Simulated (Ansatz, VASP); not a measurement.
**Au: VASP beside Ansatz**

File INCAR:

```
SYSTEM = Au
ALGO     = Normal         ! electronic algorithm
EDIFF    = 1E-8           ! SCF threshold, eV
ENCUT    = 400            ! plane-wave cutoff, eV
GGA_COMPAT= .False.      
ISIF     = 2              ! what is computed and relaxed
ISMEAR   = -1             ! smearing method
LASPH    = .True.         ! aspherical terms in the spheres
LCHARG   = .False.        ! write CHGCAR
LEFG     = .True.       
LREAL    = .False.        ! projectors in reciprocal space
LWAVE    = .False.        ! write WAVECAR
NBANDS   = 26             ! bands
NELM     = 120            ! most SCF steps
PREC     = Accurate       ! precision mode
SIGMA    = 0.03           ! smearing width, eV
```

The input KPOINTS:

```
k-points
0
Gamma
  14 14 8
  0 0 0
```

Contents of POSCAR:

```
Au
1.0
    2.8902993466      0.0000000000      0.0000000000
   -1.4451496733      2.5030726588      0.0000000000
    0.0000000000      0.0000000000      4.8636788079
Au
2
Direct
    0.3333333333      0.6666666667      0.7500000000
    0.6666666667      0.3333333333      0.2500000000
```

Input for Ansatz:

```yaml
crystal:
  lattice:
    - [2.8902993466, 0.0, 0.0]
    - [-1.4451496733, 2.5030726588, 0.0]
    - [0.0, 0.0, 4.8636788079]
  atoms:
    - { symbol: Au, position: [0.3333333333, 0.6666666667, 0.75] }
    - { symbol: Au, position: [0.6666666667, 0.3333333333, 0.25] }
kpoints:
  mp_grid: { grid: [14, 14, 8] }
scf:
  occupations: { method: fermi_dirac, width: 0.03 }
hamiltonian:
  xc: lda
  pseudopotentials: { kind: paw }
output:
  forces: true
  stress: true
  eigenvalues: true
  efg: { contact_densities: true }
```

Change from the starting cell: volume scaled by 0.99, PAW files.

Alike in both runs: task electric field gradients; functional LDA; k mesh 14 × 14 × 8; occupations fermi-dirac, width 0.03 eV; no spin polarisation.

|  | VASP | Ansatz |
| --- | --- | --- |
| version | VASP 6.6.1 | Ansatz 0.2.0 |
| potentials or method | VASP PAW LDA potentials, release 64 (Au_sv_GW) | PAW with Ansatz's default frozen-core files, scalar-relativistic |
| plane-wave cutoff (eV) | 400 | 420 |
| valence electrons in the cell | 38 | 38 |

```csv
,VASP,Ansatz,Ansatz less VASP
size of Vzz on the site where it differs most (V/Å²),16.6,11.2,-5.35
```

LDA's correlation is that of Perdew and Zunger in VASP and of Perdew and Wang (1992) in Ansatz.

Neither program's run includes spin-orbit coupling.
